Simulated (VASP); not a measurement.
# CS2 in VASP: notebook, part 2 of 2

VASP 6.6.1. The steps go on from the part before.

## 3. Single point, PBE+D3(BJ)

Input file INCAR:

```
SYSTEM = CS2
PREC     = Accurate       ! precision mode
ENCUT    = 1000           ! plane-wave cutoff, eV
EDIFF    = 1E-6           ! SCF threshold, eV
ISMEAR   = -1             ! smearing method
SIGMA    = 0.05           ! smearing width, eV
LREAL    = Auto         
LASPH    = .TRUE.         ! aspherical terms in the spheres
NELM     = 120            ! most SCF steps
ALGO     = Normal         ! electronic algorithm
ISIF     = 2              ! what is computed and relaxed
LWAVE    = .FALSE.        ! write WAVECAR
LCHARG   = .TRUE.         ! write CHGCAR
GGA      = PE             ! functional
IVDW     = 12             ! dispersion correction
LELF     = .TRUE.         ! ELF
LVHAR    = .TRUE.       
NBANDS   = 82             ! bands
GGA_COMPAT= .FALSE.
```

Input file KPOINTS:

```
regular mesh
0
G
  1 1 1
  0 0 0
```

Input file POSCAR:

```
CS2
1.0
    9.5828400000      0.0000000000      0.0000000000
    0.0000000000      9.5828400000      0.0000000000
    0.0000000000      0.0000000000      9.5828400000
S C
16 8
Direct
    0.0545245460      0.9537151826      0.9010689942
    0.2228879956      0.7403441986      0.7258077981
    0.4229748175      0.4797951338      0.4271802514
    0.5062486695      0.5064365053      0.1070350752
    0.8745841525      0.9752954239      0.5392868920
    0.6051337599      0.7888475650      0.5615245585
    0.7245346891      0.4928079776      0.7596391049
    0.7389980423      0.2296918241      0.9596528795
    0.9194977689      0.5864754081      0.0291980248
    1.1753300692      0.4051721619      0.1143293637
    0.3294952227      0.8668724512      0.1786213690
    0.6464889323      0.9317801403      0.1213105927
    0.7562267553      0.3134561362      0.3296934938
    0.9414015052      0.5589365992      0.4292777506
    0.1411898769      0.3321666646      0.7363370358
    0.4373755588      0.1966640370      0.6991038147
    0.1367861719      0.8482975819      0.8099790876
    0.4753079463      0.4936428032      0.2700765118
    0.7411477182      0.8812314512      0.5543241878
    0.7347091259      0.3583071407      0.8571154272
    1.0527046262      0.4953959369      0.0630293316
    0.4876320590      0.8976149033      0.1435169532
    0.8437999591      0.4423219004      0.3764645971
    0.2891418410      0.2623021985      0.7175325895
```

Potentials or basis: VASP PAW PBE potentials, release 64 (S, C_h).

Command:

```
cat potpaw_PBE.64/S/POTCAR potpaw_PBE.64/C_h/POTCAR > POTCAR
mpirun -np 1 vasp_gam > vasp.out
```

OUTCAR:

```text
SYSTEM = CS2
   PREC = Accurate
   ENCUT = 1000
   EDIFF = 1E-6
   ISMEAR = -1
   LREAL = Auto
   LASPH = .TRUE.
   NELM = 120
   ISIF = 2
   GGA = PE
   IVDW = 12
 IVDW          = 12

 ion  position               nearest neighbor table
   1  0.055  0.954  0.901-  17 1.55
   2  0.223  0.740  0.726-  17 1.55
   3  0.423  0.480  0.427-  18 1.59
   4  0.506  0.506  0.107-  18 1.60
   5  0.875  0.975  0.539-  19 1.57
   6  0.605  0.789  0.562-  19 1.58
[... 8 lines left out ...]
  15  0.141  0.332  0.736-  24 1.58
  16  0.437  0.197  0.699-  24 1.56
  17  0.137  0.848  0.810-   2 1.55   1 1.55
  18  0.475  0.494  0.270-   3 1.59   4 1.60
  19  0.741  0.881  0.554-   5 1.57   6 1.58
  20  0.735  0.358  0.857-   8 1.58   7 1.59
  21  0.053  0.495  0.063-  10 1.54   9 1.58
  22  0.488  0.898  0.144-  12 1.57  11 1.58
  23  0.844  0.442  0.376-  14 1.54  13 1.56
  24  0.289  0.262  0.718-  16 1.56  15 1.58

  LATTYP: Found a simple cubic cell.
 ALAT       =     9.5828400000

  Lattice vectors:

 A1 = (   9.5828400000,   0.0000000000,   0.0000000000)
 A2 = (   0.0000000000,   9.5828400000,   0.0000000000)
 A3 = (   0.0000000000,   0.0000000000,   9.5828400000)

Analysis of symmetry for initial positions (statically):
=====================================================================
 Subroutine PRICEL returns:
 Original cell was already a primitive cell.

 Routine SETGRP: Setting up the symmetry group for a
 simple cubic supercell.

 Subroutine GETGRP returns: Found  1 space group operations
 (whereof  1 operations were pure point group operations)
 out of a pool of 48 trial point group operations.

The static configuration has the point symmetry C_1 .

Analysis of symmetry for dynamics (positions and initial velocities):
=====================================================================
 Subroutine PRICEL returns:
 Original cell was already a primitive cell.
[... 151 lines left out ...]
  Thomas-Fermi vector in A             =   1.978545
   LORBIT       =      0    0 simple, 1 ext, 2 COOP (PROOUT), +10 PAW based schemes
   GGA     = PE    functional components
   LHFCALC =     F    Hartree Fock is set to
   AEXX    =    0.0000 exact exchange contribution
   IVDW    =    12    specifies the selected vdW correction
   LEPSILON=     F    determine dielectric tensor
   LRPA    =     F    only Hartree local field effects (RPA)
 non-spin polarized calculation
  energy-cutoff  :     1000.00
  volume of cell :      880.00
 maximum number of plane-waves:     31539
 NGX is ok and might be reduce to    98
   NGX = 49   NGY = 49   NGZ = 49

 number of electron     127.9999998 magnetization

 Free energy of the ion-electron system (eV)
  ---------------------------------------------------
  ext. energy  EPLUGINS =         0.00000000
  ---------------------------------------------------
  free energy    TOTEN  =      -132.82241580 eV

  energy without entropy =     -132.82241580  energy(sigma->0) =     -132.82241580

 E-fermi :  -0.7497     XC(G=0):  -6.0718

 val. band max:       -1.9680634026   @ k =   0.0000   0.0000   0.0000
 cond. band min:       1.0186467189   @ k =   0.0000   0.0000   0.0000
 fundamental gap:      2.9867101215
 Fermi energy:        -0.7496958078

 k-point     1 :       0.0000    0.0000    0.0000
  band No.  band energies     occupation
      1     -17.0549      2.00000
      2     -17.0001      2.00000
      3     -16.9223      2.00000
      4     -16.9014      2.00000
      5     -16.8952      2.00000
      6     -16.8479      2.00000
[... 68 lines left out ...]
     75       1.5745      0.00000
     76       1.6505      0.00000
 [bands above 76 left out]

------------------------ aborting loop because EDIFF is reached ----------------------------------------

 Edisp (eV)   -2.62689

 E8    (eV) :    -0.8807

  FORCE on cell =-STRESS in cart. coord.  units (eV):
  Direction    XX          YY          ZZ          XY          YZ          ZX
  --------------------------------------------------------------------------------------
  -------------------------------------------------------------------------------------
  Total      -7.27429    -4.66655    -7.19116    -0.44971     3.14150     2.72577
  in kB     -13.24398    -8.49619   -13.09262    -0.81876     5.71959     4.96269
  external pressure =      -11.61 kB  Pullay stress =        0.00 kB

 VOLUME and BASIS-vectors are now :
 -----------------------------------------------------------------------------
  energy-cutoff  :     1000.00
  volume of cell :      880.00
      direct lattice vectors                 reciprocal lattice vectors
     9.582840000  0.000000000  0.000000000     0.104353198  0.000000000  0.000000000
     0.000000000  9.582840000  0.000000000     0.000000000  0.104353198  0.000000000
     0.000000000  0.000000000  9.582840000     0.000000000  0.000000000  0.104353198

 POSITION                                       TOTAL-FORCE (eV/Angst)
 -----------------------------------------------------------------------------------
      0.52250      9.13930      8.63480        -0.167895      0.236603      0.020187
      2.13590      7.09460      6.95530         0.103185     -0.226474     -0.276098
      4.05330      4.59780      4.09360         0.643333      0.133610     -1.517637
      4.85130      4.85310      1.02570         0.008216     -0.064779      1.813428
      8.38100      9.34610      5.16790        -0.620514     -0.458700      0.134498
      5.79890      7.55940      5.38100         0.811340      0.572352      0.027438
[... 16 lines left out ...]
      8.08600      4.23870      3.60760        -0.079298     -0.859423      0.002845
      2.77080      2.51360      6.87600        -0.482793      0.284252      0.055893
 -----------------------------------------------------------------------------------
    total drift:                                0.000459      0.005163     -0.007490

  FREE ENERGIE OF THE ION-ELECTRON SYSTEM (eV)
  ---------------------------------------------------
  free  energy   TOTEN  =      -135.4493047699 eV

  energy  without entropy=     -135.4493047698  energy(sigma->0) =     -135.44930477
```

stdout:

```text
POSCAR found type information on POSCAR S C
 POSCAR found :  2 types and      24 ions
 scaLAPACK will be used
 LDA part: xc-table for (Slater+PW92), standard interpolation
 POSCAR, INCAR and KPOINTS ok, starting setup
 FFT: planning ... GRIDC
 FFT: planning ... GRID_SOFT
 FFT: planning ... GRID
 WAVECAR not read
 entering main loop
```

It took 6.1 min on 1 thread of Intel Xeon Platinum 8259CL at 2.50GHz (Skylake/Cascade Lake), shared host; peak memory 1.6 GiB.

Results:

```
Free energy                : -135.4493 eV
Pressure                   : -1.2 GPa
Largest force              : 1.818 eV/Å
Dispersion energy per atom : -0.109 eV
```

Forces in eV/Å, atoms in the order of the input:
```
S   -0.168  0.237  0.020
S    0.103 -0.226 -0.276
S    0.643  0.134 -1.518
S    0.008 -0.065  1.813
S   -0.621 -0.459  0.134
S    0.811  0.572  0.027
S    0.047 -1.568  0.755
S    0.076  0.902 -0.824
S    1.054 -0.372  0.120
S    0.442 -0.445  0.029
S    1.144  0.177 -0.414
S   -0.715 -0.321  0.008
S    0.051  0.131  0.035
S    0.267  0.639  0.170
S    0.880 -0.411 -0.170
S   -0.473  0.082  0.053
C    0.076 -0.010  0.242
C   -0.636  0.090 -0.349
C   -0.226 -0.036 -0.225
C   -0.199  0.548 -0.282
C   -1.561  0.928  0.090
C   -0.443  0.049  0.503
C   -0.079 -0.859  0.003
C   -0.483  0.284  0.056
```

Stress tensor (GPa, compression positive):
```
-1.32 -0.08  0.50
-0.08 -0.85  0.57
 0.50  0.57 -1.31
```

Caveat: the k points lie up to 0.66 Å⁻¹ apart; the atoms stand as in a frame of molecular dynamics.
